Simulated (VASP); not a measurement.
Crystal: AlN (aluminium nitride).

```xyz
4
Lattice="3.1120 0.0000 0.0000 -1.5560 2.6951 0.0000 0.0000 0.0000 4.9800" Properties=species:S:1:pos:R:3 pbc="T T T"
Al    0.0000    1.7967    0.0000
Al    1.5560    0.8984    2.4900
N     0.0000    1.7967    1.9014
N     1.5560    0.8984    4.3914
```

- Program: VASP 6.6.1
- Task: relaxation of cell and atoms
- Functional: LDA
- Potentials or basis: VASP PAW LDA potentials, release 64 (Al, N)
- Cutoff: 600 eV
- k mesh: 10 × 10 × 6
- Occupations: gaussian, width 0.01 eV
- Spin: no spin polarisation

At the start: pressure -4.1 GPa; volume 10.44 Å³/atom.

Question: Where does the relaxation end?

Answer: Over 11 steps the energy falls by 2.6 meV/atom and the volume is 10.24 Å³/atom (-2.0 %); space group P6_3mc (No. 186, to 0.05 Å).

Step by step:
```tsv
step	energy change (eV)	largest force (eV/Å)	pressure (GPa)	volume (Å³)
1	0.0000	0.0035	-4.09	41.77
2	-0.0007	0.0029	4.16	40.18
3	-0.0106	0.0008	-0.03	40.95
4	-0.0106	0.0010	0.06	40.93
5	-0.0106	0.0051	-0.04	40.95
6	-0.0106	0.0044	-0.03	40.95
7	-0.0106	0.0037	-0.01	40.95
8	-0.0106	0.0008	0.00	40.95
9	-0.0106	0.0032	0.01	40.94
10	-0.0106	0.0022	0.01	40.94
11	-0.0106	0.0006	0.01	40.94
```

Final structure:
```
Al N
1.0
     3.09110    0.00000    0.00000
    -1.54555    2.67697    0.00000
     0.00000    0.00000    4.94806
Al N
2 2
Direct
  0.33333 0.66667 0.99993
  0.66667 0.33333 0.49993
  0.33333 0.66667 0.38187
  0.66667 0.33333 0.88187
```
